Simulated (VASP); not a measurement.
Here is a VASP 6.6.1 calculation.

INCAR

```
SYSTEM = Al2O3
  PREC = Accurate
  ENCUT = 520
  EDIFF = 1E-7
  ISMEAR = -1
  SIGMA = 0.05
  LREAL = .False.
  LASPH = .True.
  NELM = 80
  ALGO = Normal
  ISIF = 2
  LWAVE = .False.
  LCHARG = .False.
  GGA = CA
  NBANDS = 20
```

Contents of KPOINTS:

```
Automatic mesh
0
Gamma
  11 11 3
  0 0 0
```

Contents of POSCAR:

```
Al2O3
1.0
    2.8843249483      0.0000000000      0.0000000000
   -1.4421624742      2.4978986780      0.0000000000
    0.0000000000      0.0000000000      9.3367544600
Al O
2 3
Direct
    0.0000000000      0.0000000000      0.8500076700
    0.0000000000      0.0000000000      0.1499923300
    0.3333333333      0.6666666667      0.7776830800
    0.6666666667      0.3333333333      0.0000000000
    0.3333333333      0.6666666667      0.2223169200
```

Potentials or basis: VASP PAW LDA potentials, release 64 (Al, O).

Launch:

```sh
$ cat potpaw_LDA.64/Al/POTCAR potpaw_LDA.64/O/POTCAR > POTCAR
$ mpirun -np 1 vasp_std > vasp.out
```

Q: Estimate the largest force.

A: 0.498 eV/Å.

Q: Estimate the band gap on the k mesh.

A: 4.74 eV, indirect (least direct gap 4.99 eV).

Forces on the atoms (eV/Å):
```
Al   0.000  0.000 -0.019
Al   0.000  0.000  0.019
O    0.000  0.000  0.498
O    0.000  0.000  0.000
O    0.000  0.000 -0.498
```

A k mesh can miss the band edges. LDA gaps usually lie below the measured ones, often by a third to a half.
